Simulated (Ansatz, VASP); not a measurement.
**Al7InAs8: VASP beside Ansatz**

INCAR

```
PREC = Accurate ; ENCUT = 600
EDIFF = 1E-7 ; ISMEAR = 0
SIGMA = 0.02 ; LREAL = Auto
LASPH = True ; NELM = 80
ALGO = Normal ; ISIF = 3
LWAVE = False ; LCHARG = False
GGA = PS ; IBRION = 2
NSW = 100 ; EDIFFG = -0.005
```

Contents of KPOINTS:

```
regular mesh
0
Gamma
  4 4 4
```

POSCAR

```
Al7InAs8
1.0
    5.7262083313     -5.7262083313      0.0000000000
    5.7262083313      0.0000000000      5.7262083313
    0.0000000000     -5.7262083313      5.7262083313
In Al As
1 7 8
Direct
    0.5000000000      0.0000000000      0.0000000000
    0.5006032030      0.0006032030      0.4993967970
    0.5006032030      0.4993967970      0.0006032030
    0.5006032030      0.4993967970      0.4993967970
   -0.0006032030      0.0006032030      0.0006032030
   -0.0006032030      0.0006032030      0.4993967970
   -0.0006032030      0.4993967970      0.0006032030
    0.0000000000      0.5000000000      0.5000000000
    0.3694100627      0.3917698119      0.8694100627
    0.3749079204      0.3750306932      0.3750306932
    0.3694100627      0.8694100627      0.8694100627
    0.3694100627      0.8694100627      0.3917698119
    0.8750306932      0.3750306932      0.8749079204
    0.8750306932      0.3750306932      0.3750306932
    0.8917698119      0.8694100627      0.8694100627
    0.8750306932      0.8749079204      0.3750306932
```

Input for Ansatz:

```yaml
crystal:
  lattice:
    - [5.7262083323, -5.7262083323, 0.0]
    - [5.7262083323, 0.0, 5.7262083323]
    - [0.0, -5.7262083323, 5.7262083323]
  atoms:
    - { symbol: In, position: [0.5, 0.0, 0.0] }
    - { symbol: Al, position: [0.500603203, 0.000603203, 0.499396797] }
    - { symbol: Al, position: [0.500603203, 0.499396797, 0.000603203] }
    - { symbol: Al, position: [0.500603203, 0.499396797, 0.499396797] }
    - { symbol: Al, position: [-0.000603203, 0.000603203, 0.000603203] }
    - { symbol: Al, position: [-0.000603203, 0.000603203, 0.499396797] }
    - { symbol: Al, position: [-0.000603203, 0.499396797, 0.000603203] }
    - { symbol: Al, position: [0.0, 0.5, 0.5] }
    - { symbol: As, position: [0.3694100628, 0.3917698117, 0.8694100628] }
    - { symbol: As, position: [0.3749079205, 0.3750306932, 0.3750306932] }
    - { symbol: As, position: [0.3694100628, 0.8694100628, 0.8694100628] }
    - { symbol: As, position: [0.3694100628, 0.8694100628, 0.3917698117] }
    - { symbol: As, position: [0.8750306932, 0.3750306932, 0.8749079205] }
    - { symbol: As, position: [0.8750306932, 0.3750306932, 0.3750306932] }
    - { symbol: As, position: [0.8917698117, 0.8694100628, 0.8694100628] }
    - { symbol: As, position: [0.8750306932, 0.8749079205, 0.3750306932] }
basis:
  ecutwfc: 420
kpoints:
  mp_grid: { grid: [4, 4, 4] }
hamiltonian:
  xc: pbesol
scf:
  occupations: { method: gaussian, width: 0.02 }
output:
  forces: true
  stress: true
  eigenvalues: true
  write_density: true
  write_potential: true
  elf: true
  volumetric_format: npy
relax:
  adjacent_minimum: "off"
  f_tol: 0.005
  max_steps: 80
  cell: { stress_tol: 0.05 }
```

Alike in both runs: task relaxation of cell and atoms; functional PBEsol; k mesh 4 × 4 × 4; occupations gaussian, width 0.02 eV; no spin polarisation.

```csv
,VASP,Ansatz
version,VASP 6.6.1,Ansatz 0.2.0
potentials or method,"VASP PAW PBE potentials, release 64 (In_d, Al, As), cutoff 600 eV","scalar-relativistic, plane waves, PAW"
valence electrons in the cell,74,154
```

VASP gave:

| Property | Result |
| --- | --- |
| gap on the k mesh at the Fermi level, each at its own relaxed structure (eV) | 1.33 |
| relaxed volume (Å³/atom) | 23.53 |
| relaxed cell length with the largest relative difference (Å) | 8.105 |

Q: Estimate Ansatz's values.

A: gap on the k mesh at the Fermi level, each at its own relaxed structure (eV): 1.34; relaxed volume (Å³/atom): 23.44; relaxed cell length with the largest relative difference (Å): 8.095.

VASP's potentials were made for PBE, not for PBEsol. VASP's potentials hold 74 valence electrons a cell and Ansatz's 154, so a difference there can come from the potentials and not from the codes.
